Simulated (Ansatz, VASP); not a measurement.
**One calculation of Al3BSb2, two programs**

```xyz
6
Lattice="3.4930 0.0000 0.0000 -1.7465 3.0250 0.0000 0.0000 0.0000 10.8221" Properties=species:S:1:pos:R:3 pbc="T T T"
Al    0.0000    2.0167    0.9258
Al    1.7465    1.0083    9.8964
Al    0.0000    0.0000    5.4111
B     0.0000    0.0000    0.0000
Sb    1.7465    1.0083    3.3749
Sb    0.0000    2.0167    7.4472
```

Alike in both runs: functional PBE; k mesh 12 × 12 × 4; occupations gaussian, width 0.1 eV; no spin polarisation.

Ansatz relaxed the structure, and its values are those at the end. VASP's run is a single point on that final structure, the one shown.

|  | VASP | Ansatz |
| --- | --- | --- |
| version | VASP 6.6.1 | Ansatz 0.2.0 |
| potentials or method | VASP PAW PBE potentials, release 64 (Al, B, Sb), cutoff 520 eV | scalar-relativistic, plane waves, PAW |
| valence electrons in the cell | 22 | 42 |

Ansatz gave:

* gap on the k mesh at the Fermi level (eV): none
* pressure (GPa): 0.0
* rms of the force components (eV/Å): 0.003

**Question.** What did VASP give for the same quantities?

**Answer.** gap on the k mesh at the Fermi level (eV): none; pressure (GPa): 0.0; rms of the force components (eV/Å): 0.008.

A gap of «none» marks a metal or a gap that the smearing closes. VASP's potentials hold 22 valence electrons a cell and Ansatz's 42, so a difference there can come from the potentials and not from the codes.

Spin-orbit coupling is off throughout.
